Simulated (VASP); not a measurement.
# CaB6 (Pm-3m) in VASP: notebook

CaB6 is run at these levels: PBEsol; tasks: relaxation of the atoms.

All numbers are computed with VASP 6.6.1; they aren't measurements. Logs are shortened: lines on timing, memory, paths and dates and some standing lists are left out, and cuts for length are marked.

## (1) The cell of the first run

Symmetry: Pm-3m, No. 221, cubic system. Conventional cell: a = 4.261 Å, b = 4.261 Å, c = 4.261 Å, α = 90.00°, β = 90.00°, γ = 90.00°. Ca (site symmetry m-3m) has 24 B at 3.13 Å and 6 Ca at 4.26 Å within 4.3 Å. Within 2.3 Å of B (site symmetry 4mm) lie 5 B at 1.73 to 1.79 Å.

## (2) Relaxation of the atoms, PBEsol (11.05 Å³/atom)

Input file INCAR:

```
SYSTEM = CaB6
ALGO = Normal
EDIFF = 1E-6
EDIFFG = -0.01
ENCUT = 520
GGA = PS
IBRION = 2
ISIF = 2
ISMEAR = 0
LASPH = .True.
LCHARG = .False.
LREAL = .False.
LWAVE = .False.
NELM = 80
NSW = 50
PREC = Accurate
SIGMA = 0.1
```

Input file KPOINTS:

```
k-points
0
Gamma
  10 10 10
  0 0 0
```

Input file POSCAR:

```
CaB6
1.0
    4.2605699413      0.0000000000      0.0000000000
    0.0000000000      4.2605699413      0.0000000000
    0.0000000000      0.0000000000      4.2605699413
Ca B
1 6
Direct
    0.5000000000      0.5000000000      0.5000000000
    0.0000000000      0.0000000000      0.2971919865
    0.0000000000      0.0000000000      0.7028080135
    0.2971919865      0.0000000000      0.0000000000
    0.7028080135      0.0000000000      0.0000000000
    0.0000000000      0.2971919865      0.0000000000
    0.0000000000      0.7028080135      0.0000000000
```

Potentials or basis: VASP PAW PBE potentials, release 64 (Ca_sv, B).

Started as:

```sh
> cat potpaw_PBE.64/Ca_sv/POTCAR potpaw_PBE.64/B/POTCAR > POTCAR
> mpirun -np 1 vasp_std > vasp.out
```

OUTCAR:

```text
SYSTEM = CaB6
   EDIFF = 1E-6
   EDIFFG = -0.01
   ENCUT = 520
   GGA = PS
   IBRION = 2
   ISIF = 2
   ISMEAR = 0
   LASPH = .True.
   LREAL = .False.
   NELM = 80
   NSW = 50
   PREC = Accurate

 ion  position               nearest neighbor table
   1  0.500  0.500  0.500-
   2  0.000  0.000  0.297-   3 1.73   4 1.79   5 1.79   6 1.79   7 1.79
   3  0.000  0.000  0.703-   2 1.73   4 1.79   5 1.79   6 1.79   7 1.79
   4  0.297  0.000  0.000-   5 1.73   3 1.79   2 1.79   6 1.79   7 1.79
   5  0.703  0.000  0.000-   4 1.73   3 1.79   2 1.79   6 1.79   7 1.79
   6  0.000  0.297  0.000-   7 1.73   3 1.79   4 1.79   5 1.79   2 1.79
   7  0.000  0.703  0.000-   6 1.73   3 1.79   4 1.79   5 1.79   2 1.79

  LATTYP: Found a simple cubic cell.
 ALAT       =     4.2605699413

  Lattice vectors:

 A1 = (   4.2605699413,   0.0000000000,   0.0000000000)
 A2 = (   0.0000000000,   4.2605699413,   0.0000000000)
 A3 = (   0.0000000000,   0.0000000000,   4.2605699413)

Analysis of symmetry for initial positions (statically):
=====================================================================
 Subroutine PRICEL returns:
 Original cell was already a primitive cell.

 Routine SETGRP: Setting up the symmetry group for a
 simple cubic supercell.

 Subroutine GETGRP returns: Found 48 space group operations
 (whereof 48 operations were pure point group operations)
 out of a pool of 48 trial point group operations.

The static configuration has the point symmetry O_h .

Analysis of symmetry for dynamics (positions and initial velocities):
=====================================================================
 Subroutine PRICEL returns:
 Original cell was already a primitive cell.

 Routine SETGRP: Setting up the symmetry group for a
 simple cubic supercell.

 Subroutine GETGRP returns: Found 48 space group operations
 (whereof 48 operations were pure point group operations)
 out of a pool of 48 trial point group operations.

The dynamic configuration has the point symmetry O_h .

 Subroutine INISYM returns: Found 48 space group operations
 (whereof 48 operations are pure point group operations),
 and found     1 'primitive' translations

----------------------------------------------------------------------------------------

                                     Primitive cell

  volume of cell :      77.3398

  direct lattice vectors                    reciprocal lattice vectors
     4.260569941  0.000000000  0.000000000     0.234710382  0.000000000  0.000000000
     0.000000000  4.260569941  0.000000000     0.000000000  0.234710382  0.000000000
     0.000000000  0.000000000  4.260569941     0.000000000  0.000000000  0.234710382

  length of vectors
     4.260569941  4.260569941  4.260569941     0.234710382  0.234710382  0.234710382

  position of ions in fractional coordinates (direct lattice)
     0.500000000  0.500000000  0.500000000
     0.000000000  0.000000000  0.297191987
     0.000000000  0.000000000  0.702808013
     0.297191987  0.000000000  0.000000000
     0.702808013  0.000000000  0.000000000
     0.000000000  0.297191987  0.000000000
     0.000000000  0.702808013  0.000000000

  ion indices of the primitive-cell ions
   primitive index   ion index
                 1           1
                 2           2
                 3           3
                 4           4
                 5           5
                 6           6
                 7           7

----------------------------------------------------------------------------------------

 KPOINTS: k-points

Automatic generation of k-mesh.
 Grid dimensions read from file:
 generate k-points for:   10   10   10

 Generating k-lattice:

  Cartesian coordinates                     Fractional coordinates (reciprocal lattice)
     0.023471038  0.000000000  0.000000000     0.100000000  0.000000000  0.000000000
     0.000000000  0.023471038  0.000000000     0.000000000  0.100000000  0.000000000
     0.000000000  0.000000000  0.023471038     0.000000000  0.000000000  0.100000000

  Length of vectors
     0.023471038  0.023471038  0.023471038

  Shift w.r.t. Gamma in fractional coordinates (k-lattice)
     0.000000000  0.000000000  0.000000000

 Subroutine IBZKPT returns following result:
 ===========================================

 Found     56 irreducible k-points:

 Following reciprocal coordinates:
            Coordinates               Weight
  0.000000  0.000000  0.000000      1.000000
  0.100000  0.000000  0.000000      6.000000
  0.200000  0.000000  0.000000      6.000000
  0.300000  0.000000  0.000000      6.000000
  0.400000  0.000000  0.000000      6.000000
  0.500000  0.000000  0.000000      3.000000
[... 16 lines left out ...]
  0.200000  0.100000  0.100000     24.000000
  0.300000  0.100000  0.100000     24.000000
 [... further k-points ...]
   k-points           NKPTS =     56   k-points in BZ     NKDIM =     56   number of bands    NBANDS=     18
   number of dos      NEDOS =    301   number of ions     NIONS =      7
   total plane-waves  NPLWV =  32768
   dimension x,y,z NGX =    32 NGY =   32 NGZ =   32
   dimension x,y,z NGXF=    64 NGYF=   64 NGZF=   64
   ions per type =               1   6
   NGX,Y,Z   is equivalent  to a cutoff of  12.49, 12.49, 12.49 a.u.
   NGXF,Y,Z  is equivalent  to a cutoff of  24.97, 24.97, 24.97 a.u.
 SYSTEM =  CaB6
   PREC   = accura    normal or accurate (medium, high low for compatibility)
   ISTART =      0    job   : 0-new  1-cont  2-samecut
   ICHARG =      2    charge: 1-file 2-atom 10-const
   ISPIN  =      1    spin polarized calculation?
   LNONCOLLINEAR =      F non collinear calculations
   LSORBIT =      F    spin-orbit coupling
   LASPH  =      T    aspherical Exc in radial PAW
   ENCUT  =  520.0 eV  38.22 Ry    6.18 a.u.   7.92  7.92  7.92*2*pi/ulx,y,z
   NELM   =     80;   NELMIN=  2; NELMDL= -5     # of ELM steps
   EDIFF  = 0.1E-05   stopping-criterion for ELM
   LREAL  =      F    real-space projection
   EDIFFG = -.1E-01   stopping-criterion for IOM
   NSW    =     50    number of steps for IOM
   IBRION =      2    ionic relax: 0-MD 1-quasi-New 2-CG
   NFREE  =      1    steps in history (QN), initial steepest desc. (CG)
   ISIF   =      2    stress and relaxation
   ISYM   =      2    0-nonsym 1-usesym 2-fastsym
   POTIM  = 0.5000    time-step for ionic-motion
   TEBEG  =    0.0;   TEEND  =   0.0 temperature during run
   PSTRESS=    0.0 pullay stress
   NELECT =      28.0000    total number of electrons
   NUPDOWN=      -1.0000    fix difference up-down
   EMIN   =  10.00;   EMAX   =-10.00  energy-range for DOS
   EFERMI =   0.00;   METHOD = LEGACY
   ISMEAR =     0;   SIGMA  =   0.10  broadening in eV -4-tet -1-fermi 0-gaus
   EFERMI_NEDOS =   21; number of points for ismear=-14 and -15
   IALGO  =     38    algorithm
   IMIX   =      4    mixing-type and parameters
     AMIX     =   0.40;   BMIX     =  1.00
     AMIX_MAG =   1.60;   BMIX_MAG =  1.00
  volume/ion in A,a.u.               =      11.05        74.56
  Fermi-wavevector in a.u.,A,eV,Ry     =   1.166791  2.204916 18.522994  1.361402
  Thomas-Fermi vector in A             =   2.303300
   LORBIT       =      0    0 simple, 1 ext, 2 COOP (PROOUT), +10 PAW based schemes
   GGA     = PS    functional components
   LHFCALC =     F    Hartree Fock is set to
   AEXX    =    0.0000 exact exchange contribution
   IVDW    =     0    specifies the selected vdW correction
   LEPSILON=     F    determine dielectric tensor
   LRPA    =     F    only Hartree local field effects (RPA)
 conjugate gradient relaxation of ions
 non-spin polarized calculation
 Gauss-broadening in eV      SIGMA  =   0.10
  energy-cutoff  :      520.00
  volume of cell :       77.34
 maximum number of plane-waves:      2176
 NGX is ok and might be reduce to    32
   NGX = 15   NGY = 15   NGZ = 15

--------------------------------------- Ionic step        1  -------------------------------------------

 number of electron      27.9999994 magnetization

 Free energy of the ion-electron system (eV)
  ---------------------------------------------------
  ext. energy  EPLUGINS =         0.00000000
  ---------------------------------------------------
  free energy    TOTEN  =       -46.82960861 eV

  energy without entropy =      -46.82889339  energy(sigma->0) =      -46.82925100

------------------------ aborting loop because EDIFF is reached ----------------------------------------

  FORCE on cell =-STRESS in cart. coord.  units (eV):
  Direction    XX          YY          ZZ          XY          YZ          ZX
  --------------------------------------------------------------------------------------
  -------------------------------------------------------------------------------------
  Total       -5.9169345     -5.9169345     -5.9169345      0.0000000      0.0000000     -0.0000000
  in kB     -122.5756629   -122.5756629   -122.5756629      0.0000000      0.0000000     -0.0000000
  external PRESSURE =    -122.5756629 kB  Pullay stress =       0.0000000 kB
[... 67 lines left out ...]
  energy  without entropy=      -46.8274355494  energy(sigma->0) =      -46.82765930

--------------------------------------- Ionic step        3  -------------------------------------------

 number of electron      27.9999994 magnetization

 Free energy of the ion-electron system (eV)
  ---------------------------------------------------
  ext. energy  EPLUGINS =         0.00000000
  ---------------------------------------------------
  free energy    TOTEN  =       -46.83113030 eV

  energy without entropy =      -46.83052063  energy(sigma->0) =      -46.83082547

 E-fermi :   4.0880     XC(G=0): -10.3639

 val. band max:        4.0673823164   @ k =   0.5000   0.0000   0.0000
 cond. band min:       4.2191094745   @ k =   0.4000   0.0000   0.0000
 fundamental gap:      0.1517271582
 Fermi energy:         4.0879829409

 k-point     1 :       0.0000    0.0000    0.0000
  band No.  band energies     occupation
      1     -37.1699      2.00000
      2     -18.2164      2.00000
      3     -18.2164      2.00000
      4     -18.2164      2.00000
      5      -9.9150      2.00000
      6      -2.4775      2.00000
[... 10 lines left out ...]
     17       6.8413      0.00000
     18       7.2204      0.00000
[... 466 lines left out ...]
      2     -18.2420      2.00000
      3     -18.2169      2.00000
      4     -18.2164      2.00000
      5      -9.6486      2.00000
      6      -4.3937      2.00000
[... 10 lines left out ...]
     17       7.4044      0.00000
     18       7.7439      0.00000

 [... further k-points ...]

------------------------ aborting loop because EDIFF is reached ----------------------------------------

  FORCE on cell =-STRESS in cart. coord.  units (eV):
  Direction    XX          YY          ZZ          XY          YZ          ZX
  --------------------------------------------------------------------------------------
  -------------------------------------------------------------------------------------
  Total       -5.8196330     -5.8196330     -5.8196330     -0.0000000      0.0000000      0.0000000
  in kB     -120.5599571   -120.5599571   -120.5599571     -0.0000000      0.0000000      0.0000000
  external PRESSURE =    -120.5599571 kB  Pullay stress =       0.0000000 kB
[... 22 lines left out ...]
  FREE ENERGIE OF THE ION-ELECTRON SYSTEM (eV)
  ---------------------------------------------------
  free  energy   TOTEN  =       -46.8311303022 eV

  energy  without entropy=      -46.8305206283  energy(sigma->0) =      -46.83082547

 reached required accuracy - stopping structural energy minimisation
```

Run time: 3 min. Hardware: 1 thread of Intel Xeon 8259CL, shared host; peak memory 0.23 GiB.

What came out:

```
Free energy               : -46.8311 eV
Energy gained by relaxing : 0.2 meV/atom
Ionic steps               : 3
Pressure after relaxing   : -12.1 GPa
Band gap on the k mesh    : 0.01 eV
```

Step by step:
```
step  energy change (eV)  largest force (eV/Å)  pressure (GPa)
   1              0.0000                0.1612          -12.26
   2              0.0017                0.2357          -11.74
   3             -0.0015                0.0004          -12.06
```

Final structure:
```yaml
crystal:
  lattice:
    - [4.26057, 0.00000, 0.00000]
    - [0.00000, 4.26057, 0.00000]
    - [0.00000, 0.00000, 4.26057]
  atoms:
    - { symbol: Ca, position: [0.50000, 0.50000, 0.50000] }
    - { symbol: B, position: [0.00000, 0.00000, 0.29645] }
    - { symbol: B, position: [0.00000, 0.00000, 0.70355] }
    - { symbol: B, position: [0.29645, 0.00000, 0.00000] }
    - { symbol: B, position: [0.70355, 0.00000, 0.00000] }
    - { symbol: B, position: [0.00000, 0.29645, 0.00000] }
    - { symbol: B, position: [0.00000, 0.70355, 0.00000] }
```

Caveat: the smearing spreads over this small gap; the PAW data sets were made with another functional, which shifts forces and pressure a little. A k mesh can miss the band edges.

## (3) Relaxation of the atoms, PBEsol (9.14 Å³/atom)

This run uses another cell than the first one, of 9.14 Å³/atom.

Input file INCAR:

```
PREC = Accurate
ENCUT = 520
EDIFF = 1E-7
ISMEAR = 0
SIGMA = 0.1
LREAL = False
LASPH = True
NELM = 60
ALGO = Normal
ISIF = 2
LWAVE = False
LCHARG = False
GGA = PS
IBRION = 2
NSW = 50
EDIFFG = -0.01
```

Input file KPOINTS:

```
regular mesh
0
Gamma
  10 10 10
```

Input file POSCAR:

```
CaB6
1.0
    3.9996065240      0.0000000000      0.0000000000
    0.0000000000      3.9996065240      0.0000000000
    0.0000000000      0.0000000000      3.9996065240
Ca B
1 6
Direct
    0.5000000000      0.5000000000      0.5000000000
    0.0000000000      0.0000000000      0.2994507695
    0.0000000000      0.0000000000      0.7005492305
    0.2994507695      0.0000000000      0.0000000000
    0.7005492305      0.0000000000      0.0000000000
    0.0000000000      0.2994507695      0.0000000000
    0.0000000000      0.7005492305      0.0000000000
```

Potentials or basis: VASP PAW PBE potentials, release 64 (Ca_sv, B).

Started as:

```sh
> cat potpaw_PBE.64/Ca_sv/POTCAR potpaw_PBE.64/B/POTCAR > POTCAR
> mpirun -np 1 vasp_std > vasp.out
```

Run time: 2.2 min. Hardware: 1 thread of Intel Xeon 8259CL, shared host; peak memory 0.21 GiB.

It converged, with:

```
Free energy               : -46.7765 eV
Energy gained by relaxing : 0.2 meV/atom
Ionic steps               : 3
Pressure after relaxing   : 17.4 GPa
Band gap on the k mesh    : 0.04 eV (least direct gap 0.30 eV)
```

Step by step:
```tsv
step	energy change (eV)	largest force (eV/Å)	pressure (GPa)
1	0.0000	0.2108	17.60
2	0.0137	0.6634	16.89
3	-0.0016	0.0001	17.40
```

Final structure:
```
CELL_PARAMETERS angstrom
3.99961 0.00000 0.00000
0.00000 3.99961 0.00000
0.00000 0.00000 3.99961
ATOMIC_POSITIONS crystal
Ca 0.50000 0.50000 0.50000
B 0.00000 0.00000 0.30007
B 0.00000 0.00000 0.69993
B 0.30007 0.00000 0.00000
B 0.69993 0.00000 0.00000
B 0.00000 0.30007 0.00000
B 0.00000 0.69993 0.00000
```

Levels at points of the mesh, in eV from the valence-band top:
```csv
k point,band 12,band 13,band 14,band 15,band 16,band 17
"(0.00, 0.00, 0.00)",-0.29,-0.29,-0.29,2.90,2.90,2.90
"(0.50, 0.00, 0.00)",-2.55,-1.84,-0.36,0.18,3.48,3.48
"(0.50, 0.50, 0.00)",-2.96,-1.51,-1.51,3.27,3.27,4.40
"(0.50, 0.50, 0.50)",-1.07,-1.07,-1.07,4.69,5.24,5.24
```

Caveat: the smearing spreads over this small gap; the PAW data sets were made with another functional, which shifts forces and pressure a little. A k mesh can miss the band edges.

The gap in the log of VASP goes by the Fermi energy; the results here count the filled bands.